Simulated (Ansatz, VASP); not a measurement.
Two plane-wave programs on CdRuC6N6

```
Cd Ru C N
1.0
     0.00000    5.54332    5.54332
     5.54332    0.00000    5.54332
     5.54332    5.54332    0.00000
Cd Ru C N
1 1 6 6
Direct
  0.50000 0.50000 0.50000
  0.00000 0.00000 0.00000
  0.81647 0.18353 0.18353
  0.18353 0.81647 0.18353
  0.18353 0.18353 0.81647
  0.18353 0.81647 0.81647
  0.81647 0.18353 0.81647
  0.81647 0.81647 0.18353
  0.71104 0.28896 0.28896
  0.28896 0.71104 0.28896
  0.28896 0.28896 0.71104
  0.28896 0.71104 0.71104
  0.71104 0.28896 0.71104
  0.71104 0.71104 0.28896
```

Alike in both runs: functional PBE; k mesh 4 × 4 × 4; occupations gaussian, width 0.1 eV; collinear spin.

Ansatz relaxed the structure, and its values are those at the end. VASP's run is a single point on that final structure, the one shown.

|  | VASP | Ansatz |
| --- | --- | --- |
| version | VASP 6.6.1 | Ansatz 0.2.0 |
| potentials or method | VASP PAW PBE potentials, release 64 (Cd, Ru_pv, C, N), cutoff 520 eV | scalar-relativistic, plane waves, PAW |
| valence electrons in the cell | 80 | 90 |

|  | VASP | Ansatz | Ansatz less VASP |
| --- | --- | --- | --- |
| gap on the k mesh at the Fermi level (eV) | none | none | - |
| pressure (GPa) | 0.6 | 0.2 | -0.38 |
| rms of the force components (eV/Å) | 0.195 | 0.013 | -0.1814 |
| net moment per atom (μB) | 0.14 | 0.14 | 0.000 |
| size of the moment on the site where the two differ most (μB) | 1.26 | 0.94 | -0.320 |

Site moments also hang on the region over which each program counts them. A gap of «none» marks a metal or a gap that the smearing closes. One of these differences is far larger than is usual between the two programs; its cause wasn't traced. With one functional, cell and mesh, what is left measures potentials, basis and numerics. VASP's potentials hold 80 valence electrons a cell and Ansatz's 90, so a difference there can come from the potentials and not from the codes.

Noted on VASP's run: the standard files for N, O and F lose accuracy on very short bonds.
